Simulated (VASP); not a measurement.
The system is SiC.

```xyz
12
Lattice="3.0742 0.0000 0.0000 -1.5371 2.6624 0.0000 0.0000 0.0000 15.0682" Properties=species:S:1:pos:R:3 pbc="T T T"
Si    1.5371    0.8875    6.9057
Si    0.0000    1.7749   14.4398
Si    1.5371    0.8875   11.9295
Si    0.0000    1.7749    4.3954
Si    0.0000    0.0000    9.4176
Si    0.0000    0.0000    1.8835
C     1.5371    0.8875    5.0222
C     0.0000    1.7749   12.5563
C     1.5371    0.8875   10.0460
C     0.0000    1.7749    2.5119
C     0.0000    0.0000    7.5341
C     0.0000    0.0000    0.0000
```

Base run:

- Program: VASP 6.6.1
- Functional: b88 exchange, pbe correlation
- Potentials or basis: VASP PAW PBE potentials, release 64 (Si, C)
- Cutoff: 600 eV
- k mesh: 10 × 10 × 2
- Occupations: fermi-dirac, width 0.05 eV
- Spin: no spin polarisation

Its results: band gap on the k mesh 2.02 eV (least direct gap 3.12 eV); pressure 4.7 GPa; largest force 0.145 eV/Å.

Task: The run is repeated on the same cell with these changes: functional from b88 exchange, pbe correlation to r2SCAN; cutoff from 600 eV to 520 eV; dispersion from none to D3(BJ). What comes out?

Result: Band gap on the k mesh 2.39 eV (least direct gap 3.55 eV); pressure -1.2 GPa; largest force 0.153 eV/Å.

Several settings changed at once.

Caveats: the PAW data sets were made with another functional, which shifts forces and pressure a little; the cell stands under pressure (at least some runs).

A k mesh can miss the band edges.
